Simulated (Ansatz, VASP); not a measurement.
Two plane-wave programs on Cu

File INCAR:

```
SYSTEM = Cu
PREC = Accurate
ENCUT = 520
EDIFF = 1E-6
ISMEAR = 0
SIGMA = 0.15
LREAL = .False.
LASPH = .True.
NELM = 100
ALGO = Fast
ISIF = 2
LWAVE = .False.
LCHARG = .False.
GGA = PS
NBANDS = 12
```

Contents of KPOINTS:

```
regular mesh
0
Gamma
  24 24 24
  0 0 0
```

Contents of POSCAR:

```
Cu
1.0
    0.4405865138      2.0524883935      2.0524883935
    2.0524883935      0.4405865138      2.0524883935
    2.0524883935      2.0524883935      0.4405865138
Cu
1
Direct
    0.0000000000      0.0000000000      0.0000000000
```

Input for Ansatz:

```yaml
crystal:
  lattice:
    - [0.4405865138, 2.0524883935, 2.0524883935]
    - [2.0524883935, 0.4405865138, 2.0524883935]
    - [2.0524883935, 2.0524883935, 0.4405865138]
  atoms:
    - { symbol: Cu, position: [0.0, 0.0, 0.0] }
basis:
  ecutwfc: 420
kpoints:
  mp_grid: { grid: [24, 24, 24] }
hamiltonian:
  xc: pbesol
scf:
  occupations: { method: gaussian, width: 0.15 }
output:
  forces: true
  stress: true
  eigenvalues: true
```

Alike in both runs: task single point; functional PBEsol; k mesh 24 × 24 × 24; occupations gaussian, width 0.15 eV; no spin polarisation.

```csv
,VASP,Ansatz
version,VASP 6.6.1,Ansatz 0.2.0
potentials or method,"VASP PAW PBE potentials, release 64 (Cu), cutoff 520 eV","scalar-relativistic, plane waves, PAW"
valence electrons in the cell,11,19
```

|  | VASP | Ansatz | Ansatz less VASP |
| --- | --- | --- | --- |
| gap on the k mesh at the Fermi level (eV) | none | none | - |
| pressure (GPa) | 18.4 | 17.9 | -0.49 |
| traceless stress, the component that is largest in VASP (GPa) | -20.38 | -20.18 | +0.197 |

VASP's potentials were made for PBE, not for PBEsol. A gap of «none» marks a metal or a gap that the smearing closes. VASP's potentials hold 11 valence electrons a cell and Ansatz's 19, so a difference there can come from the potentials and not from the codes.
